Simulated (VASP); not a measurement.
Wanted: the native input for a VASP 6.6.1 run.

```
Task                   : dielectric tensor
Functional             : PBE
Potentials or basis    : VASP PAW PBE potentials, release 64 (K_sv, F)
Cutoff                 : 520 eV
k mesh                 : 6 × 6 × 4
Occupations            : gaussian, width 0.01 eV
Spin                   : no spin polarisation
Dipole correction      : no
Further INCAR settings : ALGO = Normal; EDIFF = 1e-08
```

The structure of KF lies in POSCAR:

```
KF
1.0
    3.6599340438      0.0000000000      0.0000000000
   -1.8299670219      3.1695958582      0.0000000000
    0.0000000000      0.0000000000      6.4788100681
K F
2 2
Direct
    0.0000000000      0.0000000000      0.0000000000
    0.0000000000      0.0000000000      0.5000000000
    0.3333333333      0.6666666667      0.2500000000
    0.6666666667      0.3333333333      0.7500000000
```

One way to write it, as run:

INCAR

```
ALGO     = Normal         # electronic algorithm
EDIFF    = 1E-8           # SCF threshold, eV
ENCUT    = 520            # plane-wave cutoff, eV
GGA      = PE             # functional
ISIF     = 2              # what is computed and relaxed
ISMEAR   = 0              # smearing method
LASPH    = True           # aspherical terms in the spheres
LCHARG   = False          # write CHGCAR
LEPSILON = True           # dielectric tensor by DFPT
LREAL    = False          # projectors in reciprocal space
LWAVE    = False          # write WAVECAR
NELM     = 60             # most SCF steps
PREC     = Accurate       # precision mode
SIGMA    = 0.01           # smearing width, eV
```

KPOINTS

```
k-points
0
Gamma
  6 6 4
```

Potentials or basis: VASP PAW PBE potentials, release 64 (K_sv, F).

Run with:

```sh
$ cat potpaw_PBE.64/K_sv/POTCAR potpaw_PBE.64/F/POTCAR > POTCAR
$ mpirun -np 1 vasp_std > vasp.out
```

Results of the run:

* Band gap on the k mesh: 6.19 eV
* Electronic dielectric tensor (diagonal): 1.98, 1.98, 2.03
* Born charges (mean of the diagonal): K +1.14; F -1.14 e

Wall time 4.9 min on 1 thread of AMD EPYC 9R45 96-Core Processor (Zen 5) (shared host), peak memory 0.28 GiB.
